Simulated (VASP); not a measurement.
Here is a VASP 6.6.1 calculation.

The input POSCAR:

```
Ga2O3
1.0
    2.4174919517      1.3957396291      4.3462246992
   -2.4174919517      1.3957396291      4.3462246992
    0.0000000000     -2.7914792582      4.3462246992
Ga O
4 6
Direct
    0.8553776246      0.8553776246      0.8553776246
    0.3553776246      0.3553776246      0.3553776246
    0.1446223754      0.1446223754      0.1446223754
    0.6446223754      0.6446223754      0.6446223754
    0.4462675666      0.0537324334      0.7500000000
    0.0537324334      0.7500000000      0.4462675666
    0.5537324334      0.9462675666      0.2500000000
    0.2500000000      0.5537324334      0.9462675666
    0.9462675666      0.2500000000      0.5537324334
    0.7500000000      0.4462675666      0.0537324334
```

The input INCAR.step1:

```
PREC = Accurate ; ENCUT = 520
ISMEAR = 0 ; SIGMA = 0.01
LREAL = False ; LASPH = True
NELM = 80 ; NBANDS = 55
GGA = PE ; ALGO = Normal
EDIFF = 1E-4 ; LWAVE = True
LCHARG = False
```

The input INCAR.step2:

```
PREC = Accurate ; ENCUT = 520
EDIFF = 1E-6 ; ISMEAR = 0
SIGMA = 0.01 ; LREAL = False
LASPH = True ; NELM = 80
ALGO = Normal ; ISIF = 2
LWAVE = False ; LCHARG = False
METAGGA = R2SCAN ; LMIXTAU = True
NBANDS = 55 ; ISTART = 1
```

KPOINTS

```
regular mesh
0
Gamma
  6 6 6
```

Potentials or basis: VASP PAW PBE potentials, release 64 (Ga_d, O).

Command:

```console
$ cat potpaw_PBE.64/Ga_d/POTCAR potpaw_PBE.64/O/POTCAR > POTCAR
$ cp INCAR.step1 INCAR
$ mpirun -np 1 vasp_std > vasp.out
$ cp INCAR.step2 INCAR
$ mpirun -np 1 vasp_std > vasp.out
```

(1) What does it give for the largest force?

(2) What does it give for the pressure?

Answers

(1) 0.057 eV/Å.

(2) 29.1 GPa.

Caveat: the cell differs from its parent crystal (strain -3.0%); the cell stands under pressure; the PAW data sets were made with another functional, which shifts forces and pressure a little.
